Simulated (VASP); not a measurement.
# SiC (Moissanite) (P6_3mc) in VASP: further runs, part 2 of 2

VASP 6.6.1. The steps go on from the part before.

### Step 3. Relaxation of cell and atoms, PBE

This run uses another cell than the first one, of 10.34 Å³/atom, 0.985 times its volume.

Input file INCAR:

```
PREC = Accurate ; ENCUT = 600
EDIFF = 1E-6 ; ISMEAR = 0
SIGMA = 0.01 ; LREAL = F
LASPH = T ; NELM = 60
ALGO = Normal ; ISIF = 3
LWAVE = F ; LCHARG = F
GGA = PE ; IBRION = 2
NSW = 50 ; EDIFFG = -0.01
```

Input file KPOINTS:

```
regular mesh
0
Gamma
  8 8 5
```

Input file POSCAR:

```
SiC
1.0
    3.0760000000      0.0000000000      0.0000000000
   -1.5380000000      2.6638941400      0.0000000000
    0.0000000000      0.0000000000      5.0480000000
Si C
2 2
Direct
    0.3333333300      0.6666666700      0.0000000000
    0.6666666700      0.3333333300      0.5000000000
    0.3333333300      0.6666666700      0.3850000000
    0.6666666700      0.3333333300      0.8850000000
```

Potentials or basis: VASP PAW PBE potentials, release 64 (Si, C).

The run is started by

```bash
$ cat potpaw_PBE.64/Si/POTCAR potpaw_PBE.64/C/POTCAR > POTCAR
$ mpirun -np 1 vasp_std > vasp.out
```

OUTCAR:

```text
PREC = Accurate
   ENCUT = 600
   EDIFF = 1E-6
   ISMEAR = 0
   LREAL = F
   LASPH = T
   NELM = 60
   ISIF = 3
   GGA = PE
   IBRION = 2
   NSW = 50
   EDIFFG = -0.01

 ion  position               nearest neighbor table
   1  0.333  0.667  0.000-   4 1.87   4 1.87   4 1.87   3 1.94   2 3.09   2 3.09   2 3.09   2 3.09
                             2 3.09   2 3.09
   2  0.667  0.333  0.500-   3 1.87   3 1.87   3 1.87   4 1.94   1 3.09   1 3.09   1 3.09   1 3.09
                             1 3.09   1 3.09
   3  0.333  0.667  0.385-   2 1.87   2 1.87   2 1.87   1 1.94
   4  0.667  0.333  0.885-   1 1.87   1 1.87   1 1.87   2 1.94

  LATTYP: Found a hexagonal cell.
 ALAT       =     3.0760000000
 C/A-ratio  =     1.6410923277

  Lattice vectors:

 A1 = (   3.0760000000,   0.0000000000,   0.0000000000)
 A2 = (  -1.5380000000,   2.6638941400,   0.0000000000)
 A3 = (   0.0000000000,   0.0000000000,   5.0480000000)

Analysis of symmetry for initial positions (statically):
=====================================================================
 Subroutine PRICEL returns:
 Original cell was already a primitive cell.

 Routine SETGRP: Setting up the symmetry group for a
 hexagonal supercell.

 Subroutine GETGRP returns: Found 12 space group operations
 (whereof  6 operations were pure point group operations)
 out of a pool of 24 trial point group operations.

The static configuration has the point symmetry C_3v.
 The point group associated with its full space group is C_6v.

Analysis of symmetry for dynamics (positions and initial velocities):
=====================================================================
 Subroutine PRICEL returns:
 Original cell was already a primitive cell.

 Routine SETGRP: Setting up the symmetry group for a
 hexagonal supercell.

 Subroutine GETGRP returns: Found 12 space group operations
 (whereof  6 operations were pure point group operations)
 out of a pool of 24 trial point group operations.

The dynamic configuration has the point symmetry C_3v.
 The point group associated with its full space group is C_6v.

 Subroutine INISYM returns: Found 12 space group operations
 (whereof  6 operations are pure point group operations),
 and found     1 'primitive' translations

----------------------------------------------------------------------------------------

                                     Primitive cell

  volume of cell :      41.3640

  direct lattice vectors                    reciprocal lattice vectors
     3.076000000  0.000000000  0.000000000     0.325097529  0.187695146  0.000000000
    -1.538000000  2.663894140  0.000000000     0.000000000  0.375390292  0.000000000
     0.000000000  0.000000000  5.048000000     0.000000000  0.000000000  0.198098257

  length of vectors
     3.076000000  3.075999998  5.048000000     0.375390292  0.375390292  0.198098257

  position of ions in fractional coordinates (direct lattice)
     0.333333330  0.666666670  0.000000000
     0.666666670  0.333333330  0.500000000
     0.333333330  0.666666670  0.385000000
     0.666666670  0.333333330  0.885000000

  ion indices of the primitive-cell ions
   primitive index   ion index
                 1           1
                 2           2
                 3           3
                 4           4

----------------------------------------------------------------------------------------

[... 59 lines left out ...]
 SYSTEM =  unknown system
   PREC   = accura    normal or accurate (medium, high low for compatibility)
   ISTART =      0    job   : 0-new  1-cont  2-samecut
   ICHARG =      2    charge: 1-file 2-atom 10-const
   ISPIN  =      1    spin polarized calculation?
   LNONCOLLINEAR =      F non collinear calculations
   LSORBIT =      F    spin-orbit coupling
   LASPH  =      T    aspherical Exc in radial PAW
   ENCUT  =  600.0 eV  44.10 Ry    6.64 a.u.   6.14  6.14 10.08*2*pi/ulx,y,z
   NELM   =     60;   NELMIN=  2; NELMDL= -5     # of ELM steps
   EDIFF  = 0.1E-05   stopping-criterion for ELM
   LREAL  =      F    real-space projection
   EDIFFG = -.1E-01   stopping-criterion for IOM
   NSW    =     50    number of steps for IOM
   IBRION =      2    ionic relax: 0-MD 1-quasi-New 2-CG
   NFREE  =      1    steps in history (QN), initial steepest desc. (CG)
   ISIF   =      3    stress and relaxation
   ISYM   =      2    0-nonsym 1-usesym 2-fastsym
   POTIM  = 0.5000    time-step for ionic-motion
   TEBEG  =    0.0;   TEEND  =   0.0 temperature during run
   PSTRESS=    0.0 pullay stress
   NELECT =      16.0000    total number of electrons
   NUPDOWN=      -1.0000    fix difference up-down
   EMIN   =  10.00;   EMAX   =-10.00  energy-range for DOS
   EFERMI =   0.00;   METHOD = LEGACY
   ISMEAR =     0;   SIGMA  =   0.01  broadening in eV -4-tet -1-fermi 0-gaus
   EFERMI_NEDOS =   21; number of points for ismear=-14 and -15
   IALGO  =     38    algorithm
   IMIX   =      4    mixing-type and parameters
     AMIX     =   0.40;   BMIX     =  1.00
     AMIX_MAG =   1.60;   BMIX_MAG =  1.00
  volume/ion in A,a.u.               =      10.34        69.78
  Fermi-wavevector in a.u.,A,eV,Ry     =   1.192817  2.254098 19.358549  1.422813
  Thomas-Fermi vector in A             =   2.328847
   LORBIT       =      0    0 simple, 1 ext, 2 COOP (PROOUT), +10 PAW based schemes
   GGA     = PE    functional components
   LHFCALC =     F    Hartree Fock is set to
   AEXX    =    0.0000 exact exchange contribution
   IVDW    =     0    specifies the selected vdW correction
   LEPSILON=     F    determine dielectric tensor
   LRPA    =     F    only Hartree local field effects (RPA)
 conjugate gradient relaxation of ions
 non-spin polarized calculation
 Gauss-broadening in eV      SIGMA  =   0.01
  energy-cutoff  :      600.00
  volume of cell :       41.36
 maximum number of plane-waves:      1393
 NGX is ok and might be reduce to    28
   NGX = 13   NGY = 13   NGZ = 21

--------------------------------------- Ionic step        1  -------------------------------------------

 number of electron      16.0000001 magnetization

 Free energy of the ion-electron system (eV)
  ---------------------------------------------------
  ext. energy  EPLUGINS =         0.00000000
  ---------------------------------------------------
  free energy    TOTEN  =       -30.06895737 eV

  energy without entropy =      -30.06895737  energy(sigma->0) =      -30.06895737

------------------------ aborting loop because EDIFF is reached ----------------------------------------

  FORCE on cell =-STRESS in cart. coord.  units (eV):
  Direction    XX          YY          ZZ          XY          YZ          ZX
  --------------------------------------------------------------------------------------
  -------------------------------------------------------------------------------------
  Total        1.3212717      1.3212717      0.0679756     -0.0000000      0.0000000      0.0000000
  in kB       51.1776178     51.1776178      2.6329390     -0.0000000      0.0000000      0.0000000
  external PRESSURE =      34.9960582 kB  Pullay stress =       0.0000000 kB
[... 215 lines left out ...]
--------------------------------------- Ionic step        7  -------------------------------------------

 number of electron      16.0000000 magnetization

 Free energy of the ion-electron system (eV)
  ---------------------------------------------------
  ext. energy  EPLUGINS =         0.00000000
  ---------------------------------------------------
  free energy    TOTEN  =       -30.11112287 eV

  energy without entropy =      -30.11112287  energy(sigma->0) =      -30.11112287

 E-fermi :   8.2115     XC(G=0): -11.2859

 val. band max:        8.0930138342   @ k =   0.0000   0.0000   0.0000
 cond. band min:      10.6436585533   @ k =   0.3750   0.2500   0.0000
 fundamental gap:      2.5506447191
 Fermi energy:         8.2115134537

 k-point     1 :       0.0000    0.0000    0.0000
  band No.  band energies     occupation
      1      -7.3588      2.00000
      2      -3.8467      2.00000
      3      -0.5198      2.00000
      4       6.7832      2.00000
      5       6.7832      2.00000
      6       7.9834      2.00000
      7       8.0930      2.00000
      8       8.0930      2.00000
      9      12.7733      0.00000
     10      14.1465      0.00000
     11      14.6721      0.00000
     12      14.6721      0.00000
[... 331 lines left out ...]
 k-point    24 :       0.3750    0.0000    0.4000
  band No.  band energies     occupation
      1      -4.4031      2.00000
      2      -3.6169      2.00000
      3       0.7398      2.00000
      4       1.4955      2.00000
      5       4.6810      2.00000
      6       5.5750      2.00000
      7       6.1180      2.00000
      8       6.1828      2.00000
      9      11.2969      0.00000
     10      11.9919      0.00000
     11      13.6074      0.00000
     12      14.7084      0.00000

 [... further k-points ...]
[... 5 lines left out ...]
  --------------------------------------------------------------------------------------
  -------------------------------------------------------------------------------------
  Total        0.0000918      0.0000918      0.0000476      0.0000000      0.0000000      0.0000000
  in kB        0.0035049      0.0035049      0.0018184      0.0000000      0.0000000      0.0000000
  external PRESSURE =       0.0029427 kB  Pullay stress =       0.0000000 kB
[... 19 lines left out ...]
  FREE ENERGIE OF THE ION-ELECTRON SYSTEM (eV)
  ---------------------------------------------------
  free  energy   TOTEN  =       -30.1111228710 eV

  energy  without entropy=      -30.1111228710  energy(sigma->0) =      -30.11112287

 reached required accuracy - stopping structural energy minimisation
```

CONTCAR:

```text
SiC
   1.00000000000000
     3.0911186799926096   -0.0000000000000000    0.0000000000000000
    -1.5455593399963048    2.6769873009155605   -0.0000000000000000
     0.0000000000000000    0.0000000000000000    5.0728343855583784
  Si              C
     2     2
Direct
     0.3333333300000021    0.6666666699999979    0.0045780729771572
     0.6666666699999979    0.3333333300000021    0.5045780729771573
     0.3333333300000021    0.6666666699999979    0.3804219270228408
     0.6666666699999979    0.3333333300000021    0.8804219270228407

  0.00000000E+00  0.00000000E+00  0.00000000E+00
  0.00000000E+00  0.00000000E+00  0.00000000E+00
  0.00000000E+00  0.00000000E+00  0.00000000E+00
  0.00000000E+00  0.00000000E+00  0.00000000E+00
```

It took 32 s on 1 thread of Intel Xeon 6975P-C (Granite Rapids), shared host; peak memory 0.17 GiB.

What came out:

| Item | Value |
| --- | --- |
| Free energy | -30.1111 eV |
| Relaxed volume | 10.49 Å³/atom |
| Relaxed cell | a = 3.091 Å, b = 3.091 Å, c = 5.073 Å, α = 90.00°, β = 90.00°, γ = 120.00° |
| Space group after relaxing (to 0.05 Å) | P6_3mc (No. 186) |
| Energy gained by relaxing | 10.5 meV/atom |
| Ionic steps | 7 |
| Pressure after relaxing | 0.0 GPa |
| Band gap on the k mesh | 2.55 eV, indirect (least direct gap 3.94 eV) |

The path:
| step | energy change (eV) | largest force (eV/Å) | pressure (GPa) | volume (Å³) |
| --- | --- | --- | --- | --- |
| 1 | 0.0000 | 0.7519 | 3.50 | 41.36 |
| 2 | -0.0031 | 0.6270 | -3.42 | 42.73 |
| 3 | -0.0391 | 0.0841 | -0.44 | 42.06 |
| 4 | -0.0421 | 0.0243 | 0.06 | 41.97 |
| 5 | -0.0422 | 0.0121 | 0.00 | 41.98 |
| 6 | -0.0422 | 0.0113 | 0.00 | 41.98 |
| 7 | -0.0422 | 0.0004 | 0.00 | 41.98 |

Final structure:
```
Si C
1.0
     3.09112    0.00000    0.00000
    -1.54556    2.67699    0.00000
     0.00000    0.00000    5.07283
Si C
2 2
Cartesian
  0.0000 1.7847 0.0232
  1.5456 0.8923 2.5596
  0.0000 1.7847 1.9298
  1.5456 0.8923 4.4662
```

Levels at points of the mesh, in eV from the valence-band top:
```
           k point  band 5  band 6  band 7  band 8  band 9  band 10  band 11  band 12
(0.00, 0.00, 0.00)   -1.31   -0.11    0.00    0.00    4.68     6.05     6.58     6.58
(0.50, 0.00, 0.00)   -5.38   -3.29   -3.24   -1.19    2.75     4.21     6.77     7.07
```

A k mesh can miss the band edges. PBE usually gives volumes a little too large and moduli too small.
